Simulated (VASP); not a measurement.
Write the native input for VASP 6.6.1 that does the following.

| Property | Result |
| --- | --- |
| Task | single point |
| Functional | PBE |
| Potentials or basis | VASP PAW PBE potentials, release 64 (Sb) |
| Cutoff | 500 eV |
| k mesh | 12 × 12 × 12 |
| Occupations | gaussian, width 0.023 eV |
| Spin | no spin polarisation |
| Dipole correction | no |
| Further INCAR settings | ALGO = Normal; EDIFF = 1e-06; NBANDS = 8 |

The structure of Sb lies in POSCAR:

```
Sb
1.0
   -1.5765401831      1.5765401831      2.7119384313
    1.5765401831     -1.5765401831      2.7119384313
    1.5765401831      1.5765401831     -2.7119384313
Sb
1
Direct
    0.0000000000      0.0000000000      0.0000000000
```

The input as run:

INCAR

```
SYSTEM = Sb
  PREC = Accurate
  ENCUT = 500
  EDIFF = 1E-6
  ISMEAR = 0
  SIGMA = 0.023
  LREAL = .False.
  LASPH = .True.
  NELM = 120
  ALGO = Normal
  ISIF = 2
  LWAVE = .False.
  LCHARG = .False.
  GGA = PE
  NBANDS = 8
  GGA_COMPAT = .False.
```

KPOINTS

```
Automatic mesh
0
Gamma
  12 12 12
  0 0 0
```

Potentials or basis: VASP PAW PBE potentials, release 64 (Sb).

Run with:

```console
$ cat potpaw_PBE.64/Sb/POTCAR > POTCAR
$ mpirun -np 1 vasp_std > vasp.out
```

It gave:

```json
{"Pressure": "1.7 GPa"}
```

It took 51 s on 1 thread of AMD EPYC 7R13 (shared host), peak memory 0.15 GiB.
